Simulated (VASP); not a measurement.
# Cd (Fm-3m) in VASP: further runs

Cd is run at these levels: PBEsol; tasks: single point.

Program: VASP 6.6.1. These are calculated values, not measurements. Logs are shortened: lines on timing, memory, paths and dates and some standing lists are left out, and cuts for length are marked.

## Step 1: The cell of the first run

It takes space group Fm-3m (No. 225, cubic). The conventional cell has a = 4.377 Å, b = 4.377 Å, c = 4.377 Å, α = 90.00°, β = 90.00°, γ = 90.00°. Cd (site symmetry m-3m) has 12 Cd at 3.10 Å within 4.1 Å.

This isn't the form of Cd at room conditions, which is hcp.

## Step 2: Single point, PBEsol

INCAR

```
  PREC = Accurate
  ENCUT = 520
  EDIFF = 1E-6
  ISMEAR = -1
  SIGMA = 0.1
  LREAL = F
  LASPH = T
  NELM = 100
  ALGO = Normal
  ISIF = 2
  LWAVE = F
  LCHARG = F
  GGA = PS
  NBANDS = 12
```

KPOINTS

```
Automatic mesh
0
Gamma
  12 12 12
```

POSCAR

```
Cd
1.0
    0.0000000000      2.1886254750      2.1886254750
    2.1886254750      0.0000000000      2.1886254750
    2.1886254750      2.1886254750      0.0000000000
Cd
1
Direct
    0.0000000000      0.0000000000      0.0000000000
```

Potentials or basis: VASP PAW PBE potentials, release 64 (Cd).

Started as:

```sh
$ cat potpaw_PBE.64/Cd/POTCAR > POTCAR
$ mpirun -np 1 vasp_std > vasp.out
```

OUTCAR:

```text
PREC = Accurate
   ENCUT = 520
   EDIFF = 1E-6
   ISMEAR = -1
   LREAL = F
   LASPH = T
   NELM = 100
   ISIF = 2
   GGA = PS

 ion  position               nearest neighbor table
   1  0.000  0.000  0.000-

  LATTYP: Found a face centered cubic cell.
 ALAT       =     4.3772509500

  Lattice vectors:

 A1 = (   0.0000000000,   2.1886254750,   2.1886254750)
 A2 = (   2.1886254750,   0.0000000000,   2.1886254750)
 A3 = (   2.1886254750,   2.1886254750,   0.0000000000)

Analysis of symmetry for initial positions (statically):
=====================================================================
 Subroutine PRICEL returns:
 Original cell was already a primitive cell.

 Routine SETGRP: Setting up the symmetry group for a
 face centered cubic supercell.

 Subroutine GETGRP returns: Found 48 space group operations
 (whereof 48 operations were pure point group operations)
 out of a pool of 48 trial point group operations.

The static configuration has the point symmetry O_h .

Analysis of symmetry for dynamics (positions and initial velocities):
=====================================================================
 Subroutine PRICEL returns:
 Original cell was already a primitive cell.

 Routine SETGRP: Setting up the symmetry group for a
 face centered cubic supercell.

 Subroutine GETGRP returns: Found 48 space group operations
 (whereof 48 operations were pure point group operations)
 out of a pool of 48 trial point group operations.

The dynamic configuration has the point symmetry O_h .

 Subroutine INISYM returns: Found 48 space group operations
 (whereof 48 operations are pure point group operations),
 and found     1 'primitive' translations

----------------------------------------------------------------------------------------

                                     Primitive cell

  volume of cell :      20.9674

  direct lattice vectors                    reciprocal lattice vectors
     0.000000000  2.188625475  2.188625475    -0.228453888  0.228453888  0.228453888
     2.188625475  0.000000000  2.188625475     0.228453888 -0.228453888  0.228453888
     2.188625475  2.188625475  0.000000000     0.228453888  0.228453888 -0.228453888

  length of vectors
     3.095183830  3.095183830  3.095183830     0.395693742  0.395693742  0.395693742

  position of ions in fractional coordinates (direct lattice)
     0.000000000  0.000000000  0.000000000

  ion indices of the primitive-cell ions
   primitive index   ion index
                 1           1

----------------------------------------------------------------------------------------

 KPOINTS: Automatic mesh

Automatic generation of k-mesh.
 Grid dimensions read from file:
 generate k-points for:   12   12   12

 Generating k-lattice:

  Cartesian coordinates                     Fractional coordinates (reciprocal lattice)
    -0.019037824  0.019037824  0.019037824     0.083333333  0.000000000  0.000000000
     0.019037824 -0.019037824  0.019037824     0.000000000  0.083333333  0.000000000
     0.019037824  0.019037824 -0.019037824     0.000000000  0.000000000  0.083333333

  Length of vectors
     0.032974478  0.032974478  0.032974478

  Shift w.r.t. Gamma in fractional coordinates (k-lattice)
     0.000000000  0.000000000  0.000000000

 Subroutine IBZKPT returns following result:
 ===========================================

 Found     72 irreducible k-points:

 Following reciprocal coordinates:
            Coordinates               Weight
  0.000000  0.000000  0.000000      1.000000
  0.083333  0.000000  0.000000      8.000000
  0.166667  0.000000  0.000000      8.000000
  0.250000  0.000000  0.000000      8.000000
  0.333333  0.000000  0.000000      8.000000
  0.416667  0.000000  0.000000      8.000000
[... 16 lines left out ...]
  0.500000  0.166667  0.000000     24.000000
 -0.416667  0.166667  0.000000     24.000000
 [... further k-points ...]
   k-points           NKPTS =     72   k-points in BZ     NKDIM =     72   number of bands    NBANDS=     12
   number of dos      NEDOS =    301   number of ions     NIONS =      1
   total plane-waves  NPLWV =  13824
   dimension x,y,z NGX =    24 NGY =   24 NGZ =   24
   dimension x,y,z NGXF=    48 NGYF=   48 NGZF=   48
   ions per type =               1
   NGX,Y,Z   is equivalent  to a cutoff of  12.89, 12.89, 12.89 a.u.
   NGXF,Y,Z  is equivalent  to a cutoff of  25.78, 25.78, 25.78 a.u.
 SYSTEM =  unknown system
   PREC   = accura    normal or accurate (medium, high low for compatibility)
   ISTART =      0    job   : 0-new  1-cont  2-samecut
   ICHARG =      2    charge: 1-file 2-atom 10-const
   ISPIN  =      1    spin polarized calculation?
   LNONCOLLINEAR =      F non collinear calculations
   LSORBIT =      F    spin-orbit coupling
   LASPH  =      T    aspherical Exc in radial PAW
   ENCUT  =  520.0 eV  38.22 Ry    6.18 a.u.   5.75  5.75  5.75*2*pi/ulx,y,z
   NELM   =    100;   NELMIN=  2; NELMDL= -5     # of ELM steps
   EDIFF  = 0.1E-05   stopping-criterion for ELM
   LREAL  =      F    real-space projection
[... 7 lines left out ...]
   TEBEG  =    0.0;   TEEND  =   0.0 temperature during run
   PSTRESS=    0.0 pullay stress
   NELECT =      12.0000    total number of electrons
   NUPDOWN=      -1.0000    fix difference up-down
   EMIN   =  10.00;   EMAX   =-10.00  energy-range for DOS
   EFERMI =   0.00;   METHOD = LEGACY
   ISMEAR =    -1;   SIGMA  =   0.10  broadening in eV -4-tet -1-fermi 0-gaus
   EFERMI_NEDOS =   21; number of points for ismear=-14 and -15
   IALGO  =     38    algorithm
   IMIX   =      4    mixing-type and parameters
     AMIX     =   0.40;   BMIX     =  1.00
     AMIX_MAG =   1.60;   BMIX_MAG =  1.00
  volume/ion in A,a.u.               =      20.97       141.49
  Fermi-wavevector in a.u.,A,eV,Ry     =   1.359212  2.568538 25.136174  1.847457
  Thomas-Fermi vector in A             =   2.485979
   LORBIT       =      0    0 simple, 1 ext, 2 COOP (PROOUT), +10 PAW based schemes
   GGA     = PS    functional components
   LHFCALC =     F    Hartree Fock is set to
   AEXX    =    0.0000 exact exchange contribution
   IVDW    =     0    specifies the selected vdW correction
   LEPSILON=     F    determine dielectric tensor
   LRPA    =     F    only Hartree local field effects (RPA)
 non-spin polarized calculation
  energy-cutoff  :      520.00
  volume of cell :       20.97
 maximum number of plane-waves:       588
   NGX = 11   NGY = 11   NGZ = 11

 number of electron      12.0000006 magnetization

 Free energy of the ion-electron system (eV)
  ---------------------------------------------------
  ext. energy  EPLUGINS =         0.00000000
  ---------------------------------------------------
  free energy    TOTEN  =        -1.18651190 eV

  energy without entropy =       -1.17248581  energy(sigma->0) =       -1.17949886

 E-fermi :   2.8934     XC(G=0): -11.3792

 val. band max:        2.8228195241   @ k =  -0.4167   0.3333   0.0000
 cond. band min:       2.9343504912   @ k =  -0.4167   0.0833   0.0000
 fundamental gap:      0.1115309671
 Fermi energy:         2.8933607409

 k-point     1 :       0.0000    0.0000    0.0000
  band No.  band energies     occupation
      1      -6.2330      2.00000
      2      -6.2330      2.00000
      3      -6.2330      2.00000
      4      -6.1780      2.00000
      5      -5.7320      2.00000
      6      -5.7320      2.00000
      7      16.9818      0.00000
      8      18.2700      0.00000
      9      18.2700      0.00000
     10      18.2700      0.00000
     11      21.7295      0.00000
     12      21.7295      0.00000

 k-point     2 :       0.0833    0.0000    0.0000
  band No.  band energies     occupation
      1      -6.2693      2.00000
      2      -6.2020      2.00000
      3      -6.2020      2.00000
      4      -5.9755      2.00000
      5      -5.7393      2.00000
      6      -5.7393      2.00000
      7      15.7726      0.00000
      8      17.3229      0.00000
      9      17.9993      0.00000
     10      17.9993      0.00000
     11      22.1320      0.00000
     12      22.1928      0.00000

 k-point     3 :       0.1667    0.0000    0.0000
  band No.  band energies     occupation
      1      -6.3781      2.00000
      2      -6.1399      2.00000
      3      -6.1399      2.00000
      4      -5.7337      2.00000
      5      -5.7337      2.00000
      6      -5.3579      2.00000
      7      12.5787      0.00000
      8      17.2344      0.00000
      9      17.4410      0.00000
     10      17.4410      0.00000
     11      21.6540      0.00000
     12      22.6820      0.00000

 k-point     4 :       0.2500    0.0000    0.0000
  band No.  band energies     occupation
      1      -6.5236      2.00000
      2      -6.1246      2.00000
      3      -6.1246      2.00000
      4      -5.6502      2.00000
      5      -5.6502      2.00000
      6      -4.3376      2.00000
      7       9.3669      0.00000
      8      16.8535      0.00000
      9      16.8535      0.00000
     10      16.9787      0.00000
     11      21.4444      0.00000
     12      21.5424      0.00000

 k-point     5 :       0.3333    0.0000    0.0000
  band No.  band energies     occupation
      1      -6.6650      2.00000
      2      -6.1656      2.00000
      3      -6.1656      2.00000
      4      -5.5026      2.00000
      5      -5.5026      2.00000
      6      -2.9314      2.00000
      7       6.3508      0.00000
      8      16.3333      0.00000
      9      16.3333      0.00000
     10      16.5554      0.00000
     11      20.5346      0.00000
     12      20.5346      0.00000

 k-point     6 :       0.4167    0.0000    0.0000
  band No.  band energies     occupation
      1      -6.7661      2.00000
      2      -6.2108      2.00000
      3      -6.2108      2.00000
      4      -5.3741      2.00000
      5      -5.3741      2.00000
      6      -1.1762      2.00000
      7       3.6164      0.00145
      8      15.9603      0.00000
      9      15.9603      0.00000
     10      16.1992      0.00000
     11      19.9349      0.00000
     12      19.9349      0.00000

 k-point     7 :       0.5000    0.0000    0.0000
  band No.  band energies     occupation
      1      -6.8026      2.00000
      2      -6.2289      2.00000
      3      -6.2289      2.00000
      4      -5.3244      2.00000
      5      -5.3244      2.00000
      6       0.4332      2.00000
      7       1.6786      1.99999
      8      15.8225      0.00000
      9      15.8225      0.00000
     10      16.0653      0.00000
     11      19.7401      0.00000
     12      19.7401      0.00000

 k-point     8 :       0.0833    0.0833    0.0000
  band No.  band energies     occupation
      1      -6.2826      2.00000
      2      -6.1754      2.00000
      3      -6.1754      2.00000
      4      -5.9740      2.00000
      5      -5.7417      2.00000
      6      -5.7069      2.00000
      7      16.5540      0.00000
      8      16.9064      0.00000
      9      16.9064      0.00000
     10      17.4693      0.00000
     11      22.2373      0.00000
     12      22.6272      0.00000
[... 166 lines left out ...]
 k-point    20 :       0.2500    0.1667    0.0000
  band No.  band energies     occupation
      1      -6.4881      2.00000
      2      -6.1413      2.00000
      3      -5.9551      2.00000
      4      -5.9298      2.00000
      5      -5.5711      2.00000
      6      -4.3230      2.00000
      7      11.9685      0.00000
      8      13.8597      0.00000
      9      15.5911      0.00000
     10      16.1396      0.00000
     11      17.4463      0.00000
     12      24.5135      0.00000

 k-point    21 :       0.3333    0.1667    0.0000
  band No.  band energies     occupation
      1      -6.5570      2.00000
      2      -6.1876      2.00000
      3      -5.9262      2.00000
      4      -5.9224      2.00000
      5      -5.4493      2.00000
      6      -3.1611      2.00000
      7       8.8600      0.00000
      8      13.3134      0.00000
      9      14.3875      0.00000
     10      15.3528      0.00000
     11      19.6047      0.00000
     12      23.9234      0.00000

 k-point    22 :       0.4167    0.1667    0.0000
  band No.  band energies     occupation
      1      -6.6164      2.00000
      2      -6.2381      2.00000
      3      -5.9695      2.00000
      4      -5.8287      2.00000
      5      -5.3399      2.00000
      6      -1.6223      2.00000
      7       5.9604      0.00000
      8      12.9328      0.00000
      9      13.1623      0.00000
     10      15.2420      0.00000
     11      22.0584      0.00000
     12      23.4038      0.00000

 k-point    23 :       0.5000    0.1667    0.0000
  band No.  band energies     occupation
      1      -6.6371      2.00000
      2      -6.2828      2.00000
      3      -6.0148      2.00000
      4      -5.7133      2.00000
      5      -5.3112      2.00000
      6       0.2582      2.00000
      7       3.3505      0.02048
      8      11.8055      0.00000
      9      13.4456      0.00000
     10      15.3084      0.00000
     11      22.7490      0.00000
     12      22.7899      0.00000

 k-point    24 :      -0.4167    0.1667    0.0000
  band No.  band energies     occupation
      1      -6.6061      2.00000
      2      -6.2940      2.00000
      3      -6.0368      2.00000
      4      -5.6438      2.00000
      5      -5.3865      2.00000
      6       0.9350      2.00000
      7       2.5909      1.90732
      8      11.0393      0.00000
      9      14.1781      0.00000
     10      15.6118      0.00000
     11      22.1753      0.00000
     12      22.3240      0.00000

 [... further k-points ...]

------------------------ aborting loop because EDIFF is reached ----------------------------------------

  FORCE on cell =-STRESS in cart. coord.  units (eV):
  Direction    XX          YY          ZZ          XY          YZ          ZX
  --------------------------------------------------------------------------------------
  -------------------------------------------------------------------------------------
  Total        0.0459671      0.0459671      0.0459671      0.0000000     -0.0000000      0.0000000
  in kB        3.5124724      3.5124724      3.5124724      0.0000000     -0.0000000      0.0000000
  external PRESSURE =       3.5124724 kB  Pullay stress =       0.0000000 kB

 VOLUME and BASIS-vectors are now :
 -----------------------------------------------------------------------------
  energy-cutoff  :      520.00
  volume of cell :       20.97
      direct lattice vectors                 reciprocal lattice vectors
     0.000000000  2.188625475  2.188625475    -0.228453888  0.228453888  0.228453888
     2.188625475  0.000000000  2.188625475     0.228453888 -0.228453888  0.228453888
     2.188625475  2.188625475  0.000000000     0.228453888  0.228453888 -0.228453888

 POSITION                                       TOTAL-FORCE (eV/Angst)
 -----------------------------------------------------------------------------------
      0.00000      0.00000      0.00000        -0.000000      0.000000     -0.000000
 -----------------------------------------------------------------------------------
    total drift:                               -0.000000      0.000000      0.000000

  FREE ENERGIE OF THE ION-ELECTRON SYSTEM (eV)
  ---------------------------------------------------
  free  energy   TOTEN  =        -1.1865118972 eV

  energy  without entropy=       -1.1724858146  energy(sigma->0) =       -1.17949886
```

It took 22 s on 1 thread of Intel Xeon 8259CL, shared host; peak memory 0.15 GiB.

Results:

```
Free energy            : -1.1865 eV
Pressure               : 0.4 GPa
Band gap on the k mesh : zero (bands 6 and 7 overlap by 3.35 eV)
```

Caveat: the PAW data sets were made with another functional, which shifts forces and pressure a little.

## Step 3: Single point, PBEsol (18.45 Å³/atom)

This run uses another cell than the first one, of 18.45 Å³/atom.

INCAR

```
SYSTEM = Cd
ALGO     = Normal         ! electronic algorithm
EDIFF    = 1E-6           ! SCF threshold, eV
ENCUT    = 520            ! plane-wave cutoff, eV
GGA      = PS             ! functional
ISIF     = 2              ! what is computed and relaxed
ISMEAR   = -1             ! smearing method
LASPH    = .True.         ! aspherical terms in the spheres
LCHARG   = .False.        ! write CHGCAR
LREAL    = .False.        ! projectors in reciprocal space
LWAVE    = .False.        ! write WAVECAR
NBANDS   = 12             ! bands
NELM     = 100            ! most SCF steps
PREC     = Accurate       ! precision mode
SIGMA    = 0.1            ! smearing width, eV
```

KPOINTS

```
k-points
0
Gamma
  14 14 14
  0 0 0
```

POSCAR

```
Cd
1.0
    0.0000000000      2.0973247121      2.0973247121
    2.0973247121      0.0000000000      2.0973247121
    2.0973247121      2.0973247121      0.0000000000
Cd
1
Direct
    0.0000000000      0.0000000000      0.0000000000
```

Potentials or basis: VASP PAW PBE potentials, release 64 (Cd).

Started as:

```sh
$ cat potpaw_PBE.64/Cd/POTCAR > POTCAR
$ mpirun -np 1 vasp_std > vasp.out
```

It took 32 s on 1 thread of Intel Xeon 8259CL, shared host; peak memory 0.15 GiB.

The run converged. Its results:

* Free energy: -1.1166 eV
* Pressure: 11.4 GPa
* Band gap on the k mesh: zero (bands 6 and 7 overlap by 2.40 eV)

Levels at points of the mesh, in eV from the Fermi level:
```tsv
k point	band 2	band 3	band 4	band 5	band 6	band 7	band 8	band 9	band 10	band 11
(0.00, 0.00, 0.00)	-9.63	-9.63	-9.63	-8.97	-8.97	14.44	16.57	16.57	16.57	20.37
(0.50, 0.00, 0.00)	-9.62	-9.62	-8.44	-8.44	-3.10	-1.03	13.48	14.08	14.08	18.12
(0.50, 0.50, 0.00)	-10.51	-8.47	-8.31	-8.31	-1.32	2.05	7.33	7.33	12.32	12.65
```

Caveat: the cell stands under pressure; the PAW data sets were made with another functional, which shifts forces and pressure a little.

[end of part 1 of 2]
